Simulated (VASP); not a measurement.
Runs of VASP 6.6.1 on Ga3S2. The structure is that of space group Pm-3m (No. 221), or close to it. The cells are those of the table. 

| task | cell | k mesh | cutoff (eV) | gap on the mesh (eV) | pressure (GPa) |
| --- | --- | --- | --- | --- | --- |
| single point | a = 5.034 Å, 5 atoms | 8 × 8 × 8 | 520 | none | (a) |
| single point | a = 4.823 Å, 5 atoms | 4 × 4 × 4 | 520 | none | 3.1 |
| single point | a = 4.930 Å, 5 atoms | 4 × 4 × 4 | 520 | none | 0.2 |
| relaxation of cell and atoms | relaxed from a = 4.823 Å, 5 atoms | 4 × 4 × 4 | 600 | none | -0.1 |

Alike in all rows: level PBE; potentials or basis VASP PAW PBE potentials, release 64 (Ga_d, S); no spin polarisation; smearing gaussian 0.1 eV.

Question: Fill in the values left out.

Answer: (a) 0.1.

A k mesh can miss the band edges, and the runs leave out spin-orbit coupling on Ga.

A gap of «none» marks levels without a gap at the run's occupations.
